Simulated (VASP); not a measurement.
Set up this calculation in VASP 6.6.1, as the native input.

```
Task                   : single point
Functional             : PBE
Potentials or basis    : VASP PAW PBE potentials, release 64 (Na_pv, H)
Cutoff                 : 500 eV
k mesh                 : 6 × 6 × 4
Occupations            : methfessel-paxton, width 0.05 eV
Spin                   : no spin polarisation
Dipole correction      : no
Further INCAR settings : ALGO = Normal; EDIFF = 1e-06; NBANDS = 16
```

The structure of NaH lies in POSCAR:

```
NaH
1.0
    3.9533072863      0.0000000000      0.0000000000
   -1.9766536431      3.4236645389      0.0000000000
    0.0000000000      0.0000000000      4.8283237758
Na H
2 2
Direct
    0.3333333333      0.6666666667      0.2500000000
    0.6666666667      0.3333333333      0.7500000000
    0.6666666667      0.3333333333      0.2500000000
    0.3333333333      0.6666666667      0.7500000000
```

One way to write it, as run:

INCAR

```
SYSTEM = NaH
  PREC = Accurate
  ENCUT = 500
  EDIFF = 1E-6
  ISMEAR = 1
  SIGMA = 0.05
  LREAL = .False.
  LASPH = .True.
  NELM = 120
  ALGO = Normal
  ISIF = 2
  LWAVE = .False.
  LCHARG = .False.
  GGA = PE
  NBANDS = 16
  GGA_COMPAT = .False.
```

KPOINTS

```
Automatic mesh
0
Gamma
  6 6 4
  0 0 0
```

Potentials or basis: VASP PAW PBE potentials, release 64 (Na_pv, H).

Command:

```sh
$ cat potpaw_PBE.64/Na_pv/POTCAR potpaw_PBE.64/H/POTCAR > POTCAR
$ mpirun -np 1 vasp_std > vasp.out
```

Results of the run:

```
Pressure               : 0.3 GPa
Band gap on the k mesh : 3.33 eV, indirect (least direct gap 4.24 eV)
```

Wall time 30 s on 1 thread of Intel Xeon 8259CL, on a shared host, peak memory 0.17 GiB.
